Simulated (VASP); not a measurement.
BaS: single point with PBE

BaS:

```
CELL_PARAMETERS angstrom
0.00000 3.21180 3.21180
3.21180 0.00000 3.21180
3.21180 3.21180 0.00000
ATOMIC_POSITIONS crystal
Ba 0.00000 0.00000 0.00000
S 0.50000 0.50000 0.50000
```

- Program: VASP 6.6.1
- Task: single point
- Functional: PBE
- Potentials or basis: VASP PAW PBE potentials, release 64 (Ba_sv, S)
- Cutoff: 520 eV
- k mesh: 4 × 4 × 4
- Occupations: gaussian, width 0.01 eV
- Spin: no spin polarisation

```yaml
Pressure: 0.7 GPa
Band_gap_on_the_k_mesh: 2.13 eV, indirect (least direct gap 2.28 eV)
```

Levels at points of the mesh, in eV from the valence-band top:
```csv
k point,band 6,band 7,band 8,band 9,band 10,band 11
"(0.00, 0.00, 0.00)",0.00,0.00,0.00,3.51,3.86,3.86
"(0.50, 0.00, 0.00)",-1.90,-1.06,-1.06,5.48,5.64,6.24
"(0.50, 0.50, 0.00)",-0.54,-0.15,-0.15,2.13,5.88,5.92
```

Run time: 6.9 s on 1 thread of Intel(R) Xeon(R) 6975P-C (Granite Rapids), with other jobs on the host, peak memory 0.19 GiB.

Caveat: the k points lie up to 0.42 Å⁻¹ apart; spin-orbit coupling is left out, which moves the levels of the heavy elements. A k mesh can miss the band edges.
